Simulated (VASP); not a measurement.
# In (I4/mmm) in VASP: a series of runs

In is run at these levels: PBE, PBEsol; tasks: electric field gradients.

Program: VASP 6.6.1. These are calculated values, not measurements. Logs are shortened: lines on timing, memory, paths and dates and some standing lists are left out, and cuts for length are marked.

## Step 1: The cell of the first run

The structure is tetragonal, space group I4/mmm (No. 139). The conventional cell has a = 3.186 Å, b = 3.186 Å, c = 4.848 Å, α = 90.00°, β = 90.00°, γ = 90.00°. Within 4.2 Å of In (site symmetry 4/mmm) lie 12 In at 3.19 to 3.31 Å.

## Step 2: Electric field gradients, PBE (volume scaled by 0.9405)

File INCAR:

```
SYSTEM = In
ALGO = Normal
EDIFF = 1E-8
ENCUT = 520
GGA = PE
ISIF = 2
ISMEAR = -1
ISYM = 0
LASPH = .True.
LCHARG = .False.
LEFG = .True.
LREAL = .False.
LWAVE = .False.
NBANDS = 12
NELM = 100
PREC = Accurate
SIGMA = 0.05
```

File KPOINTS:

```
k-points
0
Gamma
  12 12 14
  0 0 0
```

File POSCAR:

```
In
1.0
   -1.5932363393      1.5932363393      2.4238766667
    1.5932363393     -1.5932363393      2.4238766667
    1.5932363393      1.5932363393     -2.4238766667
In
1
Direct
    0.0000000000      0.0000000000      0.0000000000
```

Potentials or basis: VASP PAW PBE potentials, release 64 (In_d).

Started as:

```console
$ cat potpaw_PBE.64/In_d/POTCAR > POTCAR
$ mpirun -np 1 vasp_std > vasp.out
```

OUTCAR:

```text
SYSTEM = In
   EDIFF = 1E-8
   ENCUT = 520
   GGA = PE
   ISIF = 2
   ISMEAR = -1
   ISYM = 0
   LASPH = .True.
   LREAL = .False.
   NELM = 100
   PREC = Accurate

 ion  position               nearest neighbor table
   1  0.000  0.000  0.000-

IMPORTANT INFORMATION: All symmetrisations will be switched off!
NOSYMM: (Re-)initialisation of all symmetry stuff for point group C_1.

----------------------------------------------------------------------------------------

                                     Primitive cell

  volume of cell :      24.6111

  direct lattice vectors                    reciprocal lattice vectors
    -1.593236339  1.593236339  2.423876667     0.000000000  0.313826636  0.206281123
     1.593236339 -1.593236339  2.423876667     0.313826636  0.000000000  0.206281123
     1.593236339  1.593236339 -2.423876667     0.313826636  0.313826636  0.000000000

  length of vectors
     3.309377911  3.309377911  3.309377911     0.375551673  0.375551673  0.443817884

  position of ions in fractional coordinates (direct lattice)
     0.000000000  0.000000000  0.000000000

  ion indices of the primitive-cell ions
   primitive index   ion index
                 1           1

----------------------------------------------------------------------------------------

 KPOINTS: k-points

Automatic generation of k-mesh.
 Grid dimensions read from file:
 generate k-points for:   12   12   14

 Generating k-lattice:

  Cartesian coordinates                     Fractional coordinates (reciprocal lattice)
     0.000000000  0.026152220  0.017190094     0.083333333  0.000000000  0.000000000
     0.026152220  0.000000000  0.017190094     0.000000000  0.083333333  0.000000000
     0.022416188  0.022416188  0.000000000     0.000000000  0.000000000  0.071428571

  Length of vectors
     0.031295973  0.031295973  0.031701277

  Shift w.r.t. Gamma in fractional coordinates (k-lattice)
     0.000000000  0.000000000  0.000000000

 -----------------------------------------------------------------------------
|                                                                             |
|           W    W    AA    RRRRR   N    N  II  N    N   GGGG   !!!           |
[... 113 lines left out ...]
  free energy    TOTEN  =        -2.51716728 eV

  energy without entropy =       -2.51334278  energy(sigma->0) =       -2.51525503

 E-fermi :   8.2514     XC(G=0): -10.5464

 val. band max:        8.2404062320   @ k =   0.0000  -0.2500   0.4286
 cond. band min:       8.2648699643   @ k =  -0.4167   0.3333   0.2143
 fundamental gap:      0.0244637323
 Fermi energy:         8.2514365829

 k-point     1 :       0.0000    0.0000    0.0000
  band No.  band energies     occupation
      1      -6.5489      2.00000
      2      -6.4269      2.00000
      3      -6.4257      2.00000
      4      -6.3288      2.00000
      5      -6.2088      2.00000
      6      -1.7396      2.00000
      7      19.3382      0.00000
      8      19.3393      0.00000
      9      19.5374      0.00000
     10      19.9392      0.00000
     11      22.7423      0.00000
     12      22.8395      0.00000
[... 331 lines left out ...]
 k-point    24 :       0.3333    0.1667    0.0000
  band No.  band energies     occupation
      1      -6.4900      2.00000
      2      -6.4453      2.00000
      3      -6.3730      2.00000
      4      -6.1867      2.00000
      5      -6.1613      2.00000
      6       2.3384      2.00000
      7       7.9377      1.99624
      8      13.0947      0.00000
      9      15.9276      0.00000
     10      18.6517      0.00000
     11      21.9577      0.00000
     12      23.8225      0.00000

 [... further k-points ...]

------------------------ aborting loop because EDIFF is reached ----------------------------------------

  FORCE on cell =-STRESS in cart. coord.  units (eV):
  Direction    XX          YY          ZZ          XY          YZ          ZX
  --------------------------------------------------------------------------------------
  -------------------------------------------------------------------------------------
  Total        0.7902713      0.7902716      0.8407299     -0.0585542      0.0362496      0.0362497
  in kB       51.4465061     51.4465220     54.7313473     -3.8118698      2.3598417      2.3598469
  external PRESSURE =      52.5414585 kB  Pullay stress =       0.0000000 kB

 VOLUME and BASIS-vectors are now :
 -----------------------------------------------------------------------------
  energy-cutoff  :      520.00
  volume of cell :       24.61
      direct lattice vectors                 reciprocal lattice vectors
    -1.593236339  1.593236339  2.423876667     0.000000000  0.313826636  0.206281123
     1.593236339 -1.593236339  2.423876667     0.313826636  0.000000000  0.206281123
     1.593236339  1.593236339 -2.423876667     0.313826636  0.313826636  0.000000000

 POSITION                                       TOTAL-FORCE (eV/Angst)
 -----------------------------------------------------------------------------------
      0.00000      0.00000      0.00000         0.000000      0.000000      0.000000
 -----------------------------------------------------------------------------------
    total drift:                                0.000000      0.000000      0.000000

  FREE ENERGIE OF THE ION-ELECTRON SYSTEM (eV)
  ---------------------------------------------------
  free  energy   TOTEN  =        -2.5171672835 eV

  energy  without entropy=       -2.5133427769  energy(sigma->0) =       -2.51525503

 Electric field gradients (V/A^2)
---------------------------------------------------------------------
 ion       V_xx      V_yy      V_zz      V_xy      V_xz      V_yz
---------------------------------------------------------------------
   1      -9.845    -9.845    19.690     3.385    -1.740    -1.740
---------------------------------------------------------------------

 Electric field gradients after diagonalization (V/A^2)
 (convention: |V_zz| > |V_xx| > |V_yy|)
----------------------------------------------------------------------
 ion       V_xx      V_yy      V_zz     asymmetry (V_yy - V_xx)/ V_zz
----------------------------------------------------------------------
   1     -13.230    -6.690    19.920       0.328
----------------------------------------------------------------------

           NMR quadrupolar parameters

 Cq : quadrupolar parameter    Cq=e*Q*V_zz/h
 eta: asymmetry parameters     (V_yy - V_xx)/ V_zz
 Q  : nuclear electric quadrupole moment in mb (millibarn)
----------------------------------------------------------------------
 ion       Cq(MHz)       eta       Q (mb)
----------------------------------------------------------------------
   1       0.048       0.328       1.000
----------------------------------------------------------------------
```

OSZICAR:

```text
N       E                     dE             d eps       ncg     rms          rms(c)
DAV:   1     0.782040370047E+02    0.78204E+02   -0.63070E+03 24732   0.140E+03
DAV:   2     0.120174645098E+01   -0.77002E+02   -0.74910E+02 25536   0.295E+02
DAV:   3    -0.246564463021E+01   -0.36674E+01   -0.36543E+01 28772   0.645E+01
DAV:   4    -0.254615270192E+01   -0.80508E-01   -0.80483E-01 30336   0.941E+00
DAV:   5    -0.254984441677E+01   -0.36917E-02   -0.36916E-02 33716   0.180E+00    0.263E+00
DAV:   6    -0.252307084170E+01    0.26774E-01   -0.40911E-02 31040   0.427E+00    0.131E+00
DAV:   7    -0.251754295215E+01    0.55279E-02   -0.12719E-02 32300   0.222E+00    0.284E-01
DAV:   8    -0.251716082721E+01    0.38212E-03   -0.10055E-03 34184   0.529E-01    0.347E-02
DAV:   9    -0.251716654594E+01   -0.57187E-05   -0.12930E-05 34680   0.504E-02    0.171E-02
DAV:  10    -0.251716735752E+01   -0.81158E-06   -0.15241E-06 27576   0.138E-02    0.169E-03
DAV:  11    -0.251716737736E+01   -0.19842E-07   -0.49340E-08 34336   0.196E-03    0.123E-03
DAV:  12    -0.251716728892E+01    0.88437E-07   -0.52927E-09 18588   0.130E-03    0.317E-04
DAV:  13    -0.251716728349E+01    0.54381E-08   -0.29717E-10 15660   0.262E-04
   1 F= -.25171673E+01 E0= -.25152550E+01  d E =-.382451E-02
```

It took 3.8 min on 1 thread of Intel Xeon Platinum 8488C (Sapphire Rapids), shared host; peak memory 0.39 GiB.

Results:

| Property | Result |
| --- | --- |
| Free energy | -2.5172 eV |
| Pressure | 5.3 GPa |

Electric field gradients, principal values (V/Å²):
```
atom   least   middle  greatest (by size)
1 In  -6.690  -13.230              19.920
```

Caveat: the cell differs from its parent crystal (volume scaled by 0.9405); without QUAD_EFG the Cq values of the log hold for a quadrupole moment of 1 mb, not for the nuclei; spin-orbit coupling is left out, which moves the levels of the heavy elements.

## Step 3: Electric field gradients, PBEsol

This run uses another cell than the first one, of 26.17 Å³/atom, 1.063 times its volume.

File INCAR:

```
SYSTEM = In
  PREC = Accurate
  ENCUT = 520
  EDIFF = 1E-8
  ISMEAR = -1
  SIGMA = 0.05
  LREAL = .FALSE.
  LASPH = .TRUE.
  NELM = 80
  ALGO = Normal
  ISIF = 2
  LWAVE = .FALSE.
  LCHARG = .FALSE.
  GGA = PS
  LEFG = .TRUE.
  ISYM = 0
  NBANDS = 12
```

File KPOINTS:

```
Automatic mesh
0
G
  12 12 14
  0 0 0
```

File POSCAR:

```
In
1.0
   -1.6261500000      1.6261500000      2.4739500000
    1.6261500000     -1.6261500000      2.4739500000
    1.6261500000      1.6261500000     -2.4739500000
In
1
Direct
    0.0000000000      0.0000000000      0.0000000000
```

Potentials or basis: VASP PAW PBE potentials, release 64 (In_d).

Started as:

```console
$ cat potpaw_PBE.64/In_d/POTCAR > POTCAR
$ mpirun -np 1 vasp_std > vasp.out
```

OUTCAR:

```text
SYSTEM = In
   PREC = Accurate
   ENCUT = 520
   EDIFF = 1E-8
   ISMEAR = -1
   LREAL = .FALSE.
   LASPH = .TRUE.
   NELM = 80
   ISIF = 2
   GGA = PS
   ISYM = 0

 ion  position               nearest neighbor table
   1  0.000  0.000  0.000-

IMPORTANT INFORMATION: All symmetrisations will be switched off!
NOSYMM: (Re-)initialisation of all symmetry stuff for point group C_1.

----------------------------------------------------------------------------------------
[... 553 lines left out ...]
    total drift:                                0.000000     -0.000000      0.000001

  FREE ENERGIE OF THE ION-ELECTRON SYSTEM (eV)
  ---------------------------------------------------
  free  energy   TOTEN  =        -2.9830267946 eV

  energy  without entropy=       -2.9789237149  energy(sigma->0) =       -2.98097525

 Electric field gradients (V/A^2)
---------------------------------------------------------------------
 ion       V_xx      V_yy      V_zz      V_xy      V_xz      V_yz
---------------------------------------------------------------------
   1      -8.874    -8.874    17.747     2.151    -1.758    -1.758
---------------------------------------------------------------------

 Electric field gradients after diagonalization (V/A^2)
 (convention: |V_zz| > |V_xx| > |V_yy|)
----------------------------------------------------------------------
 ion       V_xx      V_yy      V_zz     asymmetry (V_yy - V_xx)/ V_zz
----------------------------------------------------------------------
   1     -11.024    -6.973    17.997       0.225
----------------------------------------------------------------------

           NMR quadrupolar parameters

 Cq : quadrupolar parameter    Cq=e*Q*V_zz/h
 eta: asymmetry parameters     (V_yy - V_xx)/ V_zz
 Q  : nuclear electric quadrupole moment in mb (millibarn)
----------------------------------------------------------------------
 ion       Cq(MHz)       eta       Q (mb)
----------------------------------------------------------------------
   1       0.044       0.225       1.000
----------------------------------------------------------------------
```

Run time: 2.8 min. Hardware: 1 thread of Intel Xeon Platinum 8488C (Sapphire Rapids), shared host; peak memory 0.41 GiB.

What came out:

* Free energy: -2.9830 eV
* Pressure: -1.0 GPa

Levels at points of the mesh, in eV from the Fermi level:
```
           k point  band 3  band 4  band 5  band 6  band 7  band 8  band 9  band 10
(0.00, 0.00, 0.00)  -14.48  -14.40  -14.29   -9.54   10.54   10.54   10.71    11.61
(0.50, 0.00, 0.00)  -14.46  -14.20  -14.17   -4.30   -3.36    7.54    9.15    11.12
(0.00, 0.50, 0.00)  -14.46  -14.20  -14.17   -4.30   -3.36    7.54    9.15    11.12
(0.50, 0.50, 0.00)  -14.20  -14.18  -14.10   -1.94   -1.65    3.53    3.96     7.03
(0.00, 0.00, 0.50)  -14.20  -14.19  -14.10   -1.94   -1.65    3.53    3.96     7.03
(0.50, 0.00, 0.50)  -14.46  -14.21  -14.17   -4.30   -3.36    7.54    9.15    11.12
(0.00, 0.50, 0.50)  -14.46  -14.21  -14.17   -4.30   -3.36    7.54    9.15    11.12
(0.50, 0.50, 0.50)  -14.19  -14.16  -14.16   -2.92   -2.66    4.73    4.73     8.20
```

Electric field gradients, principal values (V/Å²):
| atom | least | middle | greatest (by size) |
| --- | --- | --- | --- |
| 1 In | -6.973 | -11.024 | 17.997 |

Caveat: without QUAD_EFG the Cq values of the log hold for a quadrupole moment of 1 mb, not for the nuclei; the PAW data sets were made with another functional, which shifts forces and pressure a little; spin-orbit coupling is left out, which moves the levels of the heavy elements.

## Step 4: Electric field gradients, PBE (volume scaled by 0.99)

File INCAR:

```
SYSTEM = In
PREC     = Accurate       ! precision mode
ENCUT    = 520            ! plane-wave cutoff, eV
EDIFF    = 1E-8           ! SCF threshold, eV
ISMEAR   = -1             ! smearing method
SIGMA    = 0.05           ! smearing width, eV
LREAL    = .FALSE.        ! projectors in reciprocal space
LASPH    = .TRUE.         ! aspherical terms in the spheres
NELM     = 60             ! most SCF steps
ALGO     = Normal         ! electronic algorithm
ISIF     = 2              ! what is computed and relaxed
LWAVE    = .FALSE.        ! write WAVECAR
LCHARG   = .FALSE.        ! write CHGCAR
GGA      = PE             ! functional
LEFG     = .TRUE.       
ISYM     = 0            
NBANDS   = 12             ! bands
```

KPOINTS is that of step 3.

File POSCAR:

```
In
1.0
   -1.6207113306      1.6207113306      2.4656758579
    1.6207113306     -1.6207113306      2.4656758579
    1.6207113306      1.6207113306     -2.4656758579
In
1
Direct
    0.0000000000      0.0000000000      0.0000000000
```

Potentials or basis: VASP PAW PBE potentials, release 64 (In_d).

Started as:

```console
$ cat potpaw_PBE.64/In_d/POTCAR > POTCAR
$ mpirun -np 1 vasp_std > vasp.out
```

OUTCAR:

```text
SYSTEM = In
   PREC = Accurate
   ENCUT = 520
   EDIFF = 1E-8
   ISMEAR = -1
   LREAL = .FALSE.
   LASPH = .TRUE.
   NELM = 60
   ISIF = 2
   GGA = PE
   ISYM = 0

 ion  position               nearest neighbor table
   1  0.000  0.000  0.000-

IMPORTANT INFORMATION: All symmetrisations will be switched off!
NOSYMM: (Re-)initialisation of all symmetry stuff for point group C_1.

----------------------------------------------------------------------------------------
[... 553 lines left out ...]
    total drift:                               -0.000000      0.000000      0.000000

  FREE ENERGIE OF THE ION-ELECTRON SYSTEM (eV)
  ---------------------------------------------------
  free  energy   TOTEN  =        -2.5484596075 eV

  energy  without entropy=       -2.5444030564  energy(sigma->0) =       -2.54643133

 Electric field gradients (V/A^2)
---------------------------------------------------------------------
 ion       V_xx      V_yy      V_zz      V_xy      V_xz      V_yz
---------------------------------------------------------------------
   1      -9.068    -9.068    18.136     2.452    -1.769    -1.769
---------------------------------------------------------------------

 Electric field gradients after diagonalization (V/A^2)
 (convention: |V_zz| > |V_xx| > |V_yy|)
----------------------------------------------------------------------
 ion       V_xx      V_yy      V_zz     asymmetry (V_yy - V_xx)/ V_zz
----------------------------------------------------------------------
   1     -11.520    -6.867    18.387       0.253
----------------------------------------------------------------------

           NMR quadrupolar parameters

 Cq : quadrupolar parameter    Cq=e*Q*V_zz/h
 eta: asymmetry parameters     (V_yy - V_xx)/ V_zz
 Q  : nuclear electric quadrupole moment in mb (millibarn)
----------------------------------------------------------------------
 ion       Cq(MHz)       eta       Q (mb)
----------------------------------------------------------------------
   1       0.044       0.253       1.000
----------------------------------------------------------------------
```

OSZICAR:

```text
N       E                     dE             d eps       ncg     rms          rms(c)
DAV:   1     0.783966154491E+02    0.78397E+02   -0.62698E+03 24632   0.138E+03
DAV:   2     0.124139603867E+01   -0.77155E+02   -0.75106E+02 25460   0.292E+02
DAV:   3    -0.248843076142E+01   -0.37298E+01   -0.37175E+01 28972   0.646E+01
DAV:   4    -0.257293510770E+01   -0.84504E-01   -0.84479E-01 30560   0.967E+00
DAV:   5    -0.257674077472E+01   -0.38057E-02   -0.38055E-02 33696   0.182E+00    0.235E+00
DAV:   6    -0.255332959380E+01    0.23411E-01   -0.37078E-02 30952   0.396E+00    0.117E+00
DAV:   7    -0.254873938686E+01    0.45902E-02   -0.11617E-02 31736   0.205E+00    0.261E-01
DAV:   8    -0.254845266328E+01    0.28672E-03   -0.91639E-04 34164   0.502E-01    0.336E-02
DAV:   9    -0.254845883905E+01   -0.61758E-05   -0.12191E-05 33644   0.481E-02    0.155E-02
DAV:  10    -0.254845961143E+01   -0.77238E-06   -0.13417E-06 27256   0.121E-02    0.168E-03
DAV:  11    -0.254845960747E+01    0.39586E-08   -0.48363E-08 32808   0.192E-03
   1 F= -.25484596E+01 E0= -.25464313E+01  d E =-.405655E-02
```

Wall time 3.9 min (1 thread of Intel Xeon Platinum 8488C (Sapphire Rapids), shared host); peak memory 0.4 GiB.

Results:

```yaml
Free_energy: -2.5485 eV
Pressure: 2.5 GPa
```

Stress tensor (GPa, compression positive):
```
 2.37 -0.25  0.19
-0.25  2.37  0.19
 0.19  0.19  2.67
```

Electric field gradients, principal values (V/Å²):
```tsv
atom	least	middle	greatest (by size)
1 In	-6.867	-11.520	18.387
```

Caveat: the cell differs from its parent crystal (volume scaled by 0.99); without QUAD_EFG the Cq values of the log hold for a quadrupole moment of 1 mb, not for the nuclei; spin-orbit coupling is left out, which moves the levels of the heavy elements.

(Part 1 of 2 ends here.)
